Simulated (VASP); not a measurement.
# Ta2W (Ta (110), 3 layers) in VASP: notebook

The runs below take Ta2W (Ta (110), 3 layers) through single point, with PBE.

Program: VASP 6.6.1. These are calculated values, not measurements. Logs are shortened: lines on timing, memory, paths and dates and some standing lists are left out, and cuts for length are marked.

## 1. The cell of the first run

The cell holds a slab with vacuum, 3 atoms: a = 2.875 Å, b = 2.875 Å, c = 20.695 Å, α = 90.00°, β = 90.00°, γ = 109.47°.

## 2. Single point, PBE

INCAR

```
SYSTEM = Ta2W
ALGO = Normal
DIPOL = 0.5 0.5 0.500
EDIFF = 1E-6
ENCUT = 400
GGA = PE
GGA_COMPAT = .FALSE.
IDIPOL = 3
ISIF = 2
ISMEAR = -1
LASPH = .TRUE.
LCHARG = .FALSE.
LDIPOL = .TRUE.
LREAL = .FALSE.
LWAVE = .FALSE.
NBANDS = 25
NELM = 120
NELMDL = -8
PREC = Accurate
SIGMA = 0.1
```

KPOINTS

```
k-points
0
G
  13 13 1
  0 0 0
```

POSCAR

```
Ta2W
1.0
    2.8752873597      0.0000000000      0.0000000000
   -0.9584291199      2.7108469199      0.0000000000
    0.0000000000      0.0000000000     20.6953000000
W Ta
1 2
Direct
    0.0000000000      0.0000000000      0.3903954831
    0.5000000000      0.5000000000      0.4999999909
    0.0000000000      0.0000000000      0.6096045260
```

Potentials or basis: VASP PAW PBE potentials, release 64 (W_sv, Ta_pv).

Started as:

```bash
$ cat potpaw_PBE.64/W_sv/POTCAR potpaw_PBE.64/Ta_pv/POTCAR > POTCAR
$ mpirun -np 1 vasp_std > vasp.out
```

OUTCAR:

```text
SYSTEM = Ta2W
   EDIFF = 1E-6
   ENCUT = 400
   GGA = PE
   ISIF = 2
   ISMEAR = -1
   LASPH = .TRUE.
   LREAL = .FALSE.
   NELM = 120
   NELMDL = -8
   PREC = Accurate

 ion  position               nearest neighbor table
   1  0.000  0.000  0.390-   2 2.81   2 2.81   2 3.26   2 3.26
   2  0.500  0.500  0.500-   1 2.81   1 2.81   3 2.81   3 2.81   1 3.26   1 3.26   3 3.26   3 3.26

   3  0.000  0.000  0.610-   2 2.81   2 2.81   2 3.26   2 3.26

  LATTYP: Found a base centered orthorhombic cell.
 ALAT       =     3.3200958623
 B/A-ratio  =     1.4142135624
 C/A-ratio  =     6.2333441137

  Lattice vectors:

 A1 = (   2.8752873597,   0.0000000000,   0.0000000000)
 A2 = (  -0.9584291199,   2.7108469199,   0.0000000000)
 A3 = (   0.0000000000,   0.0000000000,  20.6953000000)

Analysis of symmetry for initial positions (statically):
=====================================================================
 Subroutine PRICEL returns:
 Original cell was already a primitive cell.

 Routine SETGRP: Setting up the symmetry group for a
 base centered orthorhombic supercell.

 Subroutine GETGRP returns: Found  4 space group operations
 (whereof  4 operations were pure point group operations)
 out of a pool of  8 trial point group operations.

The static configuration has the point symmetry C_2v.

Analysis of symmetry for dynamics (positions and initial velocities):
=====================================================================
 Subroutine PRICEL returns:
 Original cell was already a primitive cell.

 Routine SETGRP: Setting up the symmetry group for a
 base centered orthorhombic supercell.

 Subroutine GETGRP returns: Found  4 space group operations
 (whereof  4 operations were pure point group operations)
 out of a pool of  8 trial point group operations.

The dynamic configuration has the point symmetry C_2v.

 Subroutine INISYM returns: Found  4 space group operations
 (whereof  4 operations are pure point group operations),
 and found     1 'primitive' translations

----------------------------------------------------------------------------------------

                                     Primitive cell

  volume of cell :     161.3088

  direct lattice vectors                    reciprocal lattice vectors
     2.875287360  0.000000000  0.000000000     0.347791325  0.122962802  0.000000000
    -0.958429120  2.710846920  0.000000000     0.000000000  0.368888406  0.000000000
     0.000000000  0.000000000 20.695300000     0.000000000  0.000000000  0.048320150

  length of vectors
[... 91 lines left out ...]
   ISYM   =      2    0-nonsym 1-usesym 2-fastsym
   POTIM  = 0.5000    time-step for ionic-motion
   TEBEG  =    0.0;   TEEND  =   0.0 temperature during run
   PSTRESS=    0.0 pullay stress
   NELECT =      36.0000    total number of electrons
   NUPDOWN=      -1.0000    fix difference up-down
   EMIN   =  10.00;   EMAX   =-10.00  energy-range for DOS
   EFERMI =   0.00;   METHOD = LEGACY
   ISMEAR =    -1;   SIGMA  =   0.10  broadening in eV -4-tet -1-fermi 0-gaus
   EFERMI_NEDOS =   21; number of points for ismear=-14 and -15
   IALGO  =     38    algorithm
   IMIX   =      4    mixing-type and parameters
     AMIX     =   0.40;   BMIX     =  1.00
     AMIX_MAG =   1.60;   BMIX_MAG =  1.00
  volume/ion in A,a.u.               =      53.77       362.86
  Fermi-wavevector in a.u.,A,eV,Ry     =   0.993016  1.876529 13.416449  0.986081
  Thomas-Fermi vector in A             =   2.124869
   LORBIT       =      0    0 simple, 1 ext, 2 COOP (PROOUT), +10 PAW based schemes
   GGA     = PE    functional components
   LHFCALC =     F    Hartree Fock is set to
   AEXX    =    0.0000 exact exchange contribution
   IVDW    =     0    specifies the selected vdW correction
   LEPSILON=     F    determine dielectric tensor
   LRPA    =     F    only Hartree local field effects (RPA)
 non-spin polarized calculation
  energy-cutoff  :      400.00
  volume of cell :      161.31
 maximum number of plane-waves:      2965
   NGX =  9   NGY =  9   NGZ = 67

 dipolmoment           0.000000      0.000000     -0.000006 electrons x Angstroem

 number of electron      36.0000008 magnetization

 dipolmoment           0.000000      0.000000      0.000052 electrons x Angstroem

 Free energy of the ion-electron system (eV)
  ---------------------------------------------------
  ext. energy  EPLUGINS =         0.00000000
  ---------------------------------------------------
  free energy    TOTEN  =       -33.87339191 eV

  energy without entropy =      -33.75833973  energy(sigma->0) =      -33.81586582

 E-fermi :  -0.7383     XC(G=0):  -5.2631

 val. band max:       -0.7520111885   @ k =   0.1538   0.0769   0.0000
 cond. band min:      -0.7335241939   @ k =  -0.4615   0.3077   0.0000
 fundamental gap:      0.0184869946
 Fermi energy:        -0.7383387772

 k-point     1 :       0.0000    0.0000    0.0000
  band No.  band energies     occupation
      1     -74.6264      2.00000
      2     -38.9264      2.00000
      3     -38.5007      2.00000
      4     -38.3308      2.00000
      5     -35.1937      2.00000
      6     -34.5199      2.00000
[... 661 lines left out ...]
     24       3.2259      0.00000
     25       3.6585      0.00000

 [... further k-points ...]

------------------------ aborting loop because EDIFF is reached ----------------------------------------

 vacuum level on the upper side and lower side of the slab       (xc-potential included)        -0.136        -0.161

  FORCE on cell =-STRESS in cart. coord.  units (eV):
  Direction    XX          YY          ZZ          XY          YZ          ZX
  --------------------------------------------------------------------------------------
  -------------------------------------------------------------------------------------
  Total       -6.2189905     -6.4817008     -1.5318245     -0.3715285      0.0000000      0.0000000
  in kB      -61.7692744    -64.3786090    -15.2146380     -3.6901564      0.0000000      0.0000000
  external PRESSURE =     -47.1208405 kB  Pullay stress =       0.0000000 kB

 VOLUME and BASIS-vectors are now :
 -----------------------------------------------------------------------------
  energy-cutoff  :      400.00
  volume of cell :      161.31
      direct lattice vectors                 reciprocal lattice vectors
     2.875287360  0.000000000  0.000000000     0.347791325  0.122962802  0.000000000
    -0.958429120  2.710846920  0.000000000     0.000000000  0.368888406  0.000000000
     0.000000000  0.000000000 20.695300000     0.000000000  0.000000000  0.048320150

 POSITION                                       TOTAL-FORCE (eV/Angst)
 -----------------------------------------------------------------------------------
      0.00000      0.00000      8.07935        -0.000000      0.000000      0.746113
      0.95843      1.35542     10.34765         0.000000      0.000000     -0.831354
      0.00000      0.00000     12.61595        -0.000000      0.000000      0.085242
 -----------------------------------------------------------------------------------
    total drift:                                0.000000      0.000000      0.000019

  FREE ENERGIE OF THE ION-ELECTRON SYSTEM (eV)
  ---------------------------------------------------
  free  energy   TOTEN  =       -33.8733919053 eV

  energy  without entropy=      -33.7583397299  energy(sigma->0) =      -33.81586582

 vacuum level on the upper side and lower side of the slab         3.946         3.920
```

Wall time 1.8 min (1 thread of Intel Xeon 6975P-C (Granite Rapids), shared host); peak memory 0.29 GiB.

What came out:

| Quantity | Value |
| --- | --- |
| Free energy | -33.8734 eV |
| Largest force | 0.831 eV/Å |
| Band gap on the k mesh | zero (band 18 reaches 0.18 eV, above the bottom of band 19 at -1.24 eV) |

Forces on the atoms (eV/Å):
```
W    0.000  0.000  0.746
Ta   0.000  0.000 -0.831
Ta   0.000  0.000  0.085
```

Caveat: spin-orbit coupling is left out, which moves the levels of the heavy elements.

## 3. Single point, PBE

INCAR

```
PREC = Accurate
ENCUT = 400
EDIFF = 1E-6
ISMEAR = -1
SIGMA = 0.1
LREAL = False
LASPH = True
NELM = 120
ALGO = Normal
ISIF = 2
LWAVE = False
LCHARG = True
LDIPOL = True
IDIPOL = 3
DIPOL = 0.5 0.5 0.500
GGA = PE
LELF = True
LVHAR = True
LVACPOTAV = True
NBANDS = 25
GGA_COMPAT = False
NELMDL = -8
```

KPOINTS

```
regular mesh
0
Gamma
  13 13 1
```

POSCAR is that of step 2.

Potentials or basis: VASP PAW PBE potentials, release 64 (W_sv, Ta_pv).

Started as:

```bash
$ cat potpaw_PBE.64/W_sv/POTCAR potpaw_PBE.64/Ta_pv/POTCAR > POTCAR
$ mpirun -np 1 vasp_std > vasp.out
```

Wall time 1.9 min (1 thread of Intel Xeon 6975P-C (Granite Rapids), shared host); peak memory 0.29 GiB.

The run converged. Its results:

```
Free energy            : -33.8734 eV
Largest force          : 0.831 eV/Å
Band gap on the k mesh : zero (band 18 reaches 0.18 eV, above the bottom of band 19 at -1.24 eV)
```

Forces in eV/Å, atoms in the order of the input:
```
W    0.000  0.000  0.746
Ta   0.000  0.000 -0.831
Ta   0.000  0.000  0.085
```

Levels at points of the mesh, in eV from the Fermi level:
| k point | band 14 | band 15 | band 16 | band 17 | band 18 | band 19 | band 20 | band 21 | band 22 | band 23 |
| --- | --- | --- | --- | --- | --- | --- | --- | --- | --- | --- |
| (0.00, 0.00, 0.00) | -1.92 | -1.10 | -0.79 | -0.30 | 0.07 | 0.33 | 0.56 | 1.07 | 2.19 | 2.57 |

Caveat: spin-orbit coupling is left out, which moves the levels of the heavy elements.
